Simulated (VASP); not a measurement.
# SnSe (Fm-3m) in VASP: a series of runs

SnSe is run at these levels: b88 exchange, pbe correlation; tasks: single point.

Everything below comes from runs of VASP 6.6.1. Logs are shortened: lines on timing, memory, paths and dates and some standing lists are left out, and cuts for length are marked.

## 1. The cell of the first run

It takes space group Fm-3m (No. 225, cubic). The conventional cell has a = 5.897 Å, b = 5.897 Å, c = 5.897 Å, α = 90.00°, β = 90.00°, γ = 90.00°. Within 3.9 Å of Sn (site symmetry m-3m) lie 6 Se at 2.95 Å. Se (site symmetry m-3m) has 6 Sn at 2.95 Å within 3.9 Å.

## 2. Single point, b88 exchange, pbe correlation

INCAR

```
SYSTEM = SnSe
PREC = Accurate
ENCUT = 500
EDIFF = 1E-6
ISMEAR = -1
SIGMA = 0.05
LREAL = .False.
LASPH = .True.
NELM = 120
ALGO = Normal
ISIF = 2
LWAVE = .False.
LCHARG = .True.
GGA = LIBXC
LIBXC1 = GGA_X_B88
LIBXC2 = GGA_C_PBE
LELF = .True.
LVHAR = .True.
NBANDS = 17
GGA_COMPAT = .False.
```

KPOINTS

```
regular mesh
0
Gamma
  8 8 8
  0 0 0
```

POSCAR

```
SnSe
1.0
    0.0000000000      2.9485541872      2.9485541872
    2.9485541872      0.0000000000      2.9485541872
    2.9485541872      2.9485541872      0.0000000000
Sn Se
1 1
Direct
    0.0000000000      0.0000000000      0.0000000000
    0.5000000000      0.5000000000      0.5000000000
```

Potentials or basis: VASP PAW PBE potentials, release 64 (Sn_d, Se).

On the command line:

```sh
cat potpaw_PBE.64/Sn_d/POTCAR potpaw_PBE.64/Se/POTCAR > POTCAR
mpirun -np 1 vasp_std > vasp.out
```

OUTCAR:

```text
SYSTEM = SnSe
   PREC = Accurate
   ENCUT = 500
   EDIFF = 1E-6
   ISMEAR = -1
   LREAL = .False.
   LASPH = .True.
   NELM = 120
   ISIF = 2
   GGA = LIBXC

 ion  position               nearest neighbor table
   1  0.000  0.000  0.000-   2 2.95   2 2.95   2 2.95   2 2.95   2 2.95   2 2.95
   2  0.500  0.500  0.500-   1 2.95   1 2.95   1 2.95   1 2.95   1 2.95   1 2.95

  LATTYP: Found a face centered cubic cell.
 ALAT       =     5.8971083744

  Lattice vectors:

 A1 = (   0.0000000000,   2.9485541872,   2.9485541872)
 A2 = (   2.9485541872,   0.0000000000,   2.9485541872)
 A3 = (   2.9485541872,   2.9485541872,   0.0000000000)

Analysis of symmetry for initial positions (statically):
=====================================================================
 Subroutine PRICEL returns:
 Original cell was already a primitive cell.

 Routine SETGRP: Setting up the symmetry group for a
 face centered cubic supercell.

 Subroutine GETGRP returns: Found 48 space group operations
 (whereof 48 operations were pure point group operations)
 out of a pool of 48 trial point group operations.

The static configuration has the point symmetry O_h .

Analysis of symmetry for dynamics (positions and initial velocities):
=====================================================================
 Subroutine PRICEL returns:
 Original cell was already a primitive cell.

 Routine SETGRP: Setting up the symmetry group for a
 face centered cubic supercell.

 Subroutine GETGRP returns: Found 48 space group operations
 (whereof 48 operations were pure point group operations)
 out of a pool of 48 trial point group operations.

The dynamic configuration has the point symmetry O_h .

 Subroutine INISYM returns: Found 48 space group operations
 (whereof 48 operations are pure point group operations),
 and found     1 'primitive' translations

----------------------------------------------------------------------------------------

                                     Primitive cell

  volume of cell :      51.2693

  direct lattice vectors                    reciprocal lattice vectors
     0.000000000  2.948554187  2.948554187    -0.169574635  0.169574635  0.169574635
[... 80 lines left out ...]
   ISPIN  =      1    spin polarized calculation?
   LNONCOLLINEAR =      F non collinear calculations
   LSORBIT =      F    spin-orbit coupling
   LASPH  =      T    aspherical Exc in radial PAW
   ENCUT  =  500.0 eV  36.75 Ry    6.06 a.u.   7.60  7.60  7.60*2*pi/ulx,y,z
   NELM   =    120;   NELMIN=  2; NELMDL= -5     # of ELM steps
   EDIFF  = 0.1E-05   stopping-criterion for ELM
   LREAL  =      F    real-space projection
   EDIFFG = 0.1E-04   stopping-criterion for IOM
   NSW    =      0    number of steps for IOM
   IBRION =     -1    ionic relax: 0-MD 1-quasi-New 2-CG
   NFREE  =      0    steps in history (QN), initial steepest desc. (CG)
   ISIF   =      2    stress and relaxation
   ISYM   =      2    0-nonsym 1-usesym 2-fastsym
   POTIM  = 0.5000    time-step for ionic-motion
   TEBEG  =    0.0;   TEEND  =   0.0 temperature during run
   PSTRESS=    0.0 pullay stress
   NELECT =      20.0000    total number of electrons
   NUPDOWN=      -1.0000    fix difference up-down
   EMIN   =  10.00;   EMAX   =-10.00  energy-range for DOS
   EFERMI =   0.00;   METHOD = LEGACY
   ISMEAR =    -1;   SIGMA  =   0.05  broadening in eV -4-tet -1-fermi 0-gaus
   EFERMI_NEDOS =   21; number of points for ismear=-14 and -15
   IALGO  =     38    algorithm
   IMIX   =      4    mixing-type and parameters
     AMIX     =   0.40;   BMIX     =  1.00
     AMIX_MAG =   1.60;   BMIX_MAG =  1.00
  volume/ion in A,a.u.               =      25.63       172.99
  Fermi-wavevector in a.u.,A,eV,Ry     =   1.196187  2.260466 19.468075  1.430863
  Thomas-Fermi vector in A             =   2.332134
   LORBIT       =      0    0 simple, 1 ext, 2 COOP (PROOUT), +10 PAW based schemes
   GGA     = LIBXC    functional components
   LHFCALC =     F    Hartree Fock is set to
   AEXX    =    0.0000 exact exchange contribution
   IVDW    =     0    specifies the selected vdW correction
   LEPSILON=     F    determine dielectric tensor
   LRPA    =     F    only Hartree local field effects (RPA)
 non-spin polarized calculation
  energy-cutoff  :      500.00
  volume of cell :       51.27
 maximum number of plane-waves:      1316
   NGX = 15   NGY = 15   NGZ = 15

 number of electron      20.0000011 magnetization

 Free energy of the ion-electron system (eV)
  ---------------------------------------------------
  ext. energy  EPLUGINS =         0.00000000
  ---------------------------------------------------
  free energy    TOTEN  =        -7.91876688 eV

  energy without entropy =       -7.91873465  energy(sigma->0) =       -7.91875077

 E-fermi :   6.5499     XC(G=0):  -9.9181

 val. band max:        6.1913147716   @ k =   0.5000   0.0000   0.0000
 cond. band min:       6.9451504484   @ k =  -0.3750   0.1250   0.0000
 fundamental gap:      0.7538356768
 Fermi energy:         6.5498756571

 k-point     1 :       0.0000    0.0000    0.0000
  band No.  band energies     occupation
      1     -15.3712      2.00000
      2     -15.3712      2.00000
      3     -15.3699      2.00000
      4     -15.3699      2.00000
      5     -15.3699      2.00000
      6      -8.0694      2.00000
[... 457 lines left out ...]
      4     -15.3588      2.00000
      5     -15.3519      2.00000
      6      -6.8237      2.00000
[... 9 lines left out ...]
     16      17.2417      0.00000
     17      17.2708      0.00000

 [... further k-points ...]

------------------------ aborting loop because EDIFF is reached ----------------------------------------

  FORCE on cell =-STRESS in cart. coord.  units (eV):
  Direction    XX          YY          ZZ          XY          YZ          ZX
  --------------------------------------------------------------------------------------
  -------------------------------------------------------------------------------------
  Total        1.4251914      1.4251914      1.4251914      0.0000000      0.0000000      0.0000000
  in kB       44.5375614     44.5375614     44.5375614      0.0000000      0.0000000      0.0000000
  external PRESSURE =      44.5375614 kB  Pullay stress =       0.0000000 kB

 VOLUME and BASIS-vectors are now :
 -----------------------------------------------------------------------------
  energy-cutoff  :      500.00
  volume of cell :       51.27
      direct lattice vectors                 reciprocal lattice vectors
     0.000000000  2.948554187  2.948554187    -0.169574635  0.169574635  0.169574635
     2.948554187  0.000000000  2.948554187     0.169574635 -0.169574635  0.169574635
     2.948554187  2.948554187  0.000000000     0.169574635  0.169574635 -0.169574635

 POSITION                                       TOTAL-FORCE (eV/Angst)
 -----------------------------------------------------------------------------------
      0.00000      0.00000      0.00000         0.000000      0.000000     -0.000000
      2.94855      2.94855      2.94855        -0.000000     -0.000000      0.000000
 -----------------------------------------------------------------------------------
    total drift:                               -0.000000      0.000000      0.000000

  FREE ENERGIE OF THE ION-ELECTRON SYSTEM (eV)
  ---------------------------------------------------
  free  energy   TOTEN  =        -7.9187668823 eV

  energy  without entropy=       -7.9187346483  energy(sigma->0) =       -7.91875077
```

OSZICAR:

```text
N       E                     dE             d eps       ncg     rms          rms(c)
DAV:   1     0.129391549857E+03    0.12939E+03   -0.95821E+03  1005   0.145E+03
DAV:   2     0.357850553100E+01   -0.12581E+03   -0.12170E+03  1058   0.344E+02
DAV:   3    -0.779970738028E+01   -0.11378E+02   -0.11301E+02  1241   0.915E+01
DAV:   4    -0.807287948024E+01   -0.27317E+00   -0.27299E+00  1128   0.149E+01
DAV:   5    -0.808047809443E+01   -0.75986E-02   -0.75983E-02  1403   0.244E+00    0.337E+00
DAV:   6    -0.792012525369E+01    0.16035E+00   -0.37039E-01  1399   0.354E+00    0.205E+00
DAV:   7    -0.791734065131E+01    0.27846E-02   -0.76292E-02  1169   0.123E+00    0.945E-01
DAV:   8    -0.791884214647E+01   -0.15015E-02   -0.74121E-03  1255   0.798E-01    0.901E-02
DAV:   9    -0.791872720583E+01    0.11494E-03   -0.11190E-03  1450   0.299E-01    0.461E-02
DAV:  10    -0.791876279751E+01   -0.35592E-04   -0.12899E-04  1170   0.674E-02    0.127E-02
DAV:  11    -0.791876668681E+01   -0.38893E-05   -0.17200E-05  1330   0.390E-02    0.304E-03
DAV:  12    -0.791876688228E+01   -0.19547E-06   -0.98430E-07   820   0.108E-02
   1 F= -.79187669E+01 E0= -.79187508E+01  d E =-.322340E-04
```

It took 31 s on 1 thread of Intel Xeon Platinum 8559C (Emerald Rapids), shared host; peak memory 0.17 GiB.

Results:

| Quantity | Value |
| --- | --- |
| Free energy | -7.9188 eV |
| Pressure | 4.5 GPa |
| Band gap on the k mesh | 0.75 eV (least direct gap 0.85 eV) |

Caveat: the cell stands under pressure; the PAW data sets were made with another functional, which shifts forces and pressure a little; spin-orbit coupling is left out, which moves the levels of the heavy elements. A k mesh can miss the band edges.

## 3. Single point, b88 exchange, pbe correlation

This run uses another cell than the first one, of 26.18 Å³/atom.

INCAR

```
  ALGO = Normal
  EDIFF = 1E-6
  ENCUT = 500
  GGA = LIBXC
  GGA_COMPAT = F
  ISIF = 2
  ISMEAR = -1
  LASPH = T
  LCHARG = F
  LIBXC1 = GGA_X_B88
  LIBXC2 = GGA_C_PBE
  LREAL = F
  LWAVE = F
  NBANDS = 17
  NELM = 120
  PREC = Accurate
  SIGMA = 0.05
```

KPOINTS

```
k-points
0
Gamma
  8 8 8
```

POSCAR

```
SnSe
1.0
    0.0000000000      2.9693193375      2.9693193375
    2.9693193375      0.0000000000      2.9693193375
    2.9693193375      2.9693193375      0.0000000000
Sn Se
1 1
Direct
    0.0000000000      0.0000000000      0.0000000000
    0.5000000000      0.5000000000      0.5000000000
```

Potentials or basis: VASP PAW PBE potentials, release 64 (Sn_d, Se).

On the command line:

```sh
cat potpaw_PBE.64/Sn_d/POTCAR potpaw_PBE.64/Se/POTCAR > POTCAR
mpirun -np 1 vasp_std > vasp.out
```

OUTCAR:

```text
EDIFF = 1E-6
   ENCUT = 500
   GGA = LIBXC
   ISIF = 2
   ISMEAR = -1
   LASPH = T
   LREAL = F
   NELM = 120
   PREC = Accurate

 ion  position               nearest neighbor table
   1  0.000  0.000  0.000-   2 2.97   2 2.97   2 2.97   2 2.97   2 2.97   2 2.97
   2  0.500  0.500  0.500-   1 2.97   1 2.97   1 2.97   1 2.97   1 2.97   1 2.97

  LATTYP: Found a face centered cubic cell.
 ALAT       =     5.9386386750

  Lattice vectors:

 A1 = (   0.0000000000,   2.9693193375,   2.9693193375)
 A2 = (   2.9693193375,   0.0000000000,   2.9693193375)
 A3 = (   2.9693193375,   2.9693193375,   0.0000000000)

Analysis of symmetry for initial positions (statically):
=====================================================================
 Subroutine PRICEL returns:
 Original cell was already a primitive cell.

 Routine SETGRP: Setting up the symmetry group for a
 face centered cubic supercell.

 Subroutine GETGRP returns: Found 48 space group operations
 (whereof 48 operations were pure point group operations)
 out of a pool of 48 trial point group operations.

The static configuration has the point symmetry O_h .

Analysis of symmetry for dynamics (positions and initial velocities):
=====================================================================
 Subroutine PRICEL returns:
 Original cell was already a primitive cell.

 Routine SETGRP: Setting up the symmetry group for a
 face centered cubic supercell.

 Subroutine GETGRP returns: Found 48 space group operations
 (whereof 48 operations were pure point group operations)
 out of a pool of 48 trial point group operations.

The dynamic configuration has the point symmetry O_h .

 Subroutine INISYM returns: Found 48 space group operations
 (whereof 48 operations are pure point group operations),
 and found     1 'primitive' translations

[... 110 lines left out ...]
   EFERMI_NEDOS =   21; number of points for ismear=-14 and -15
   IALGO  =     38    algorithm
   IMIX   =      4    mixing-type and parameters
     AMIX     =   0.40;   BMIX     =  1.00
     AMIX_MAG =   1.60;   BMIX_MAG =  1.00
  volume/ion in A,a.u.               =      26.18       176.67
  Fermi-wavevector in a.u.,A,eV,Ry     =   1.187822  2.244658 19.196738  1.410920
  Thomas-Fermi vector in A             =   2.323965
   LORBIT       =      0    0 simple, 1 ext, 2 COOP (PROOUT), +10 PAW based schemes
   GGA     = LIBXC    functional components
   LHFCALC =     F    Hartree Fock is set to
   AEXX    =    0.0000 exact exchange contribution
   IVDW    =     0    specifies the selected vdW correction
   LEPSILON=     F    determine dielectric tensor
   LRPA    =     F    only Hartree local field effects (RPA)
 non-spin polarized calculation
  energy-cutoff  :      500.00
  volume of cell :       52.36
 maximum number of plane-waves:      1363
   NGX = 15   NGY = 15   NGZ = 15

 number of electron      20.0000006 magnetization

 Free energy of the ion-electron system (eV)
  ---------------------------------------------------
  ext. energy  EPLUGINS =         0.00000000
  ---------------------------------------------------
  free energy    TOTEN  =        -7.94469689 eV

  energy without entropy =       -7.94466531  energy(sigma->0) =       -7.94468110

 E-fermi :   6.2884     XC(G=0):  -9.8209

 val. band max:        5.9616879485   @ k =   0.5000   0.0000   0.0000
 cond. band min:       6.6865180088   @ k =  -0.3750   0.1250   0.0000
 fundamental gap:      0.7248300603
 Fermi energy:         6.2883808263

 k-point     1 :       0.0000    0.0000    0.0000
  band No.  band energies     occupation
      1     -15.6161      2.00000
      2     -15.6161      2.00000
      3     -15.6159      2.00000
      4     -15.6159      2.00000
      5     -15.6159      2.00000
      6      -8.1618      2.00000
[... 457 lines left out ...]
      4     -15.6056      2.00000
      5     -15.5994      2.00000
      6      -6.9764      2.00000
[... 9 lines left out ...]
     16      16.9297      0.00000
     17      16.9764      0.00000

 [... further k-points ...]

------------------------ aborting loop because EDIFF is reached ----------------------------------------

  FORCE on cell =-STRESS in cart. coord.  units (eV):
  Direction    XX          YY          ZZ          XY          YZ          ZX
  --------------------------------------------------------------------------------------
  -------------------------------------------------------------------------------------
  Total        1.0061964      1.0061964      1.0061964      0.0000000     -0.0000000      0.0000000
  in kB       30.7887904     30.7887904     30.7887904      0.0000000     -0.0000000      0.0000000
  external PRESSURE =      30.7887904 kB  Pullay stress =       0.0000000 kB

 VOLUME and BASIS-vectors are now :
 -----------------------------------------------------------------------------
  energy-cutoff  :      500.00
  volume of cell :       52.36
      direct lattice vectors                 reciprocal lattice vectors
     0.000000000  2.969319337  2.969319337    -0.168388760  0.168388760  0.168388760
     2.969319337  0.000000000  2.969319337     0.168388760 -0.168388760  0.168388760
     2.969319337  2.969319337  0.000000000     0.168388760  0.168388760 -0.168388760

 POSITION                                       TOTAL-FORCE (eV/Angst)
 -----------------------------------------------------------------------------------
      0.00000      0.00000      0.00000         0.000000     -0.000000     -0.000000
      2.96932      2.96932      2.96932         0.000000      0.000000      0.000000
 -----------------------------------------------------------------------------------
    total drift:                                0.000000     -0.000000     -0.000000

  FREE ENERGIE OF THE ION-ELECTRON SYSTEM (eV)
  ---------------------------------------------------
  free  energy   TOTEN  =        -7.9446968930 eV

  energy  without entropy=       -7.9446653125  energy(sigma->0) =       -7.94468110
```

Wall time 19 s (1 thread of Intel Xeon Platinum 8559C (Emerald Rapids), shared host); peak memory 0.18 GiB.

What came out:

```yaml
Free_energy: -7.9447 eV
Pressure: 3.1 GPa
Band_gap_on_the_k_mesh: 0.72 eV (least direct gap 0.75 eV)
```

Caveat: the cell stands under pressure; the PAW data sets were made with another functional, which shifts forces and pressure a little; spin-orbit coupling is left out, which moves the levels of the heavy elements. A k mesh can miss the band edges.

## 4. Single point, b88 exchange, pbe correlation

This run uses another cell than the first one, of 26.73 Å³/atom.

INCAR

```
SYSTEM = SnSe
ALGO     = Normal         ! electronic algorithm
EDIFF    = 1E-6           ! SCF threshold, eV
ENCUT    = 500            ! plane-wave cutoff, eV
GGA      = LIBXC          ! functional
GGA_COMPAT= .False.      
ISIF     = 2              ! what is computed and relaxed
ISMEAR   = -1             ! smearing method
LASPH    = .True.         ! aspherical terms in the spheres
LCHARG   = .True.         ! write CHGCAR
LELF     = .True.         ! ELF
LIBXC1   = GGA_X_B88    
LIBXC2   = GGA_C_PBE    
LREAL    = .False.        ! projectors in reciprocal space
LVHAR    = .True.       
LWAVE    = .False.        ! write WAVECAR
NBANDS   = 17             ! bands
NELM     = 120            ! most SCF steps
PREC     = Accurate       ! precision mode
SIGMA    = 0.05           ! smearing width, eV
```

KPOINTS

```
k-points
0
Gamma
  8 8 8
  0 0 0
```

POSCAR

```
SnSe
1.0
    0.0000000000      2.9897980490      2.9897980490
    2.9897980490      0.0000000000      2.9897980490
    2.9897980490      2.9897980490      0.0000000000
Sn Se
1 1
Direct
    0.0000000000      0.0000000000      0.0000000000
    0.5000000000      0.5000000000      0.5000000000
```

On the command line:

```sh
cat potpaw_PBE.64/Sn_d/POTCAR potpaw_PBE.64/Se/POTCAR > POTCAR
mpirun -np 1 vasp_std > vasp.out
```

Run time: 17 s. Hardware: 1 thread of Intel Xeon Platinum 8559C (Emerald Rapids), shared host; peak memory 0.18 GiB.

The run converged. Its results:

```yaml
Free_energy: -7.9617 eV
Pressure: 1.8 GPa
Band_gap_on_the_k_mesh: 0.66 eV
```

Levels at points of the mesh, in eV from the valence-band top:
| k point | band 7 | band 8 | band 9 | band 10 | band 11 | band 12 | band 13 | band 14 |
| --- | --- | --- | --- | --- | --- | --- | --- | --- |
| (0.00, 0.00, 0.00) | -5.01 | -2.23 | -2.23 | -2.23 | 4.40 | 4.40 | 4.40 | 5.88 |
| (0.50, 0.00, 0.00) | -8.14 | -1.98 | -1.98 | 0.00 | 0.66 | 1.26 | 1.26 | 8.33 |
| (0.50, 0.50, 0.00) | -6.01 | -5.58 | -3.71 | -3.71 | 2.99 | 5.47 | 5.47 | 6.11 |

Caveat: the PAW data sets were made with another functional, which shifts forces and pressure a little; spin-orbit coupling is left out, which moves the levels of the heavy elements. A k mesh can miss the band edges.

[end of part 1 of 2]
